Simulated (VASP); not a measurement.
Set up this calculation in VASP 6.6.1, as the native input.

```yaml
Task: single point
Functional: PBE
Dispersion: D3(BJ)
Potentials_or_basis: VASP PAW PBE potentials, release 64 (P)
Cutoff: 520 eV
k_mesh: 8 × 6 × 1
Occupations: gaussian, width 0.05 eV
Spin: no spin polarisation
Dipole_correction: yes
Further_INCAR_settings: ALGO = Normal; EDIFF = 1e-06; NBANDS = 30
```

The structure of P lies in POSCAR:

```
P
1.0
    3.2961869271      0.0000000000      0.0000000000
    0.0000000000      4.4391555608      0.0000000000
    0.0000000000      0.0000000000     21.7461973993
P
8
Direct
    0.5000000000      0.9174951521      0.2069327302
    0.0000000000      0.5825048479      0.2069327302
    0.5000000000      0.0825048479      0.3045635326
    0.0000000000      0.4174951521      0.3045635326
    0.7500000000      0.3325048479      0.4958613454
    0.2500000000     -0.0024854563      0.4958613454
    0.7500000000     -0.5024854563      0.5934921477
    0.2500000000     -0.1674951521      0.5934921477
```

This cell differs from its parent crystal: layers slid over each other.

One way to write it, as run:

INCAR

```
SYSTEM = P
PREC     = Accurate       ! precision mode
ENCUT    = 520            ! plane-wave cutoff, eV
EDIFF    = 1E-6           ! SCF threshold, eV
ISMEAR   = 0              ! smearing method
SIGMA    = 0.05           ! smearing width, eV
LREAL    = .False.        ! projectors in reciprocal space
LASPH    = .True.         ! aspherical terms in the spheres
NELM     = 60             ! most SCF steps
ALGO     = Normal         ! electronic algorithm
ISIF     = 2              ! what is computed and relaxed
LWAVE    = .False.        ! write WAVECAR
LCHARG   = .True.         ! write CHGCAR
LDIPOL   = .True.       
IDIPOL   = 3            
DIPOL    = 0.5 0.5 0.400
GGA      = PE             ! functional
IVDW     = 12             ! dispersion correction
LELF     = .True.         ! ELF
LVHAR    = .True.       
LVACPOTAV= .True.       
NBANDS   = 30             ! bands
```

KPOINTS

```
regular mesh
0
Gamma
  8 6 1
  0 0 0
```

Potentials or basis: VASP PAW PBE potentials, release 64 (P).

Command:

```sh
$ cat potpaw_PBE.64/P/POTCAR > POTCAR
$ mpirun -np 1 vasp_std > vasp.out
```

Results of the run:

| Property | Result |
| --- | --- |
| Largest force | 0.072 eV/Å |
| Band gap on the k mesh | 0.39 eV |
| Dispersion energy per atom | -0.275 eV |

Caveat: the cell differs from its parent crystal (layers slid over each other); semilocal functionals underestimate gaps, and a narrow one can read as zero.

Run time: 5.7 min on 1 thread of Intel(R) Xeon(R) Platinum 8488C (Sapphire Rapids), with other jobs on the host, peak memory 0.45 GiB.
